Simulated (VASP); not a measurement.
Write the native input for VASP 6.6.1 that does the following.

```
Task                   : single point
Functional             : PBEsol
Potentials or basis    : VASP PAW PBE potentials, release 64 (Sb)
Cutoff                 : 520 eV
k mesh                 : 12 × 12 × 4
Occupations            : fermi-dirac, width 0.1 eV
Spin                   : no spin polarisation
Dipole correction      : no
Further INCAR settings : ALGO = Normal; EDIFF = 1e-07; NBANDS = 18
```

The structure of Sb lies in POSCAR:

```
Sb
1.0
    3.1542512280      0.0000000000      0.0000000000
   -1.5771256140      2.7316616933      0.0000000000
    0.0000000000      0.0000000000     10.6747320454
Sb
4
Direct
    0.0000000000      1.0000000000      0.0000000000
    0.0000000000      1.0000000000      0.5000000000
    0.3333333333      0.6666666667      0.2500000000
    0.6666666667      0.3333333333      0.7500000000
```

This cell differs from its parent crystal: volume scaled by 0.88.

The input as run:

INCAR

```
SYSTEM = Sb
PREC     = Accurate       ! precision mode
ENCUT    = 520            ! plane-wave cutoff, eV
EDIFF    = 1E-7           ! SCF threshold, eV
ISMEAR   = -1             ! smearing method
SIGMA    = 0.1            ! smearing width, eV
LREAL    = .False.        ! projectors in reciprocal space
LASPH    = .True.         ! aspherical terms in the spheres
NELM     = 60             ! most SCF steps
ALGO     = Normal         ! electronic algorithm
ISIF     = 2              ! what is computed and relaxed
LWAVE    = .False.        ! write WAVECAR
LCHARG   = .True.         ! write CHGCAR
GGA      = PS             ! functional
LELF     = .True.         ! ELF
LVHAR    = .True.       
NBANDS   = 18             ! bands
```

KPOINTS

```
Automatic mesh
0
Gamma
  12 12 4
  0 0 0
```

Potentials or basis: VASP PAW PBE potentials, release 64 (Sb).

The run is started by

```bash
$ cat potpaw_PBE.64/Sb/POTCAR > POTCAR
$ mpirun -np 1 vasp_std > vasp.out
```

Results of the run:

| Property | Result |
| --- | --- |
| Pressure | 12.1 GPa |
| Band gap on the k mesh | zero (band 10 reaches 16.25 eV, above the bottom of band 11 at 7.43 eV) |

Caveat: the PAW data sets were made with another functional, which shifts forces and pressure a little; spin-orbit coupling is left out, which moves the levels of the heavy elements.

Run time: 54 s on 1 thread of Intel(R) Xeon(R) Platinum 8259CL CPU @ 2.50GHz (Skylake/Cascade Lake), with other jobs on the host, peak memory 0.24 GiB.
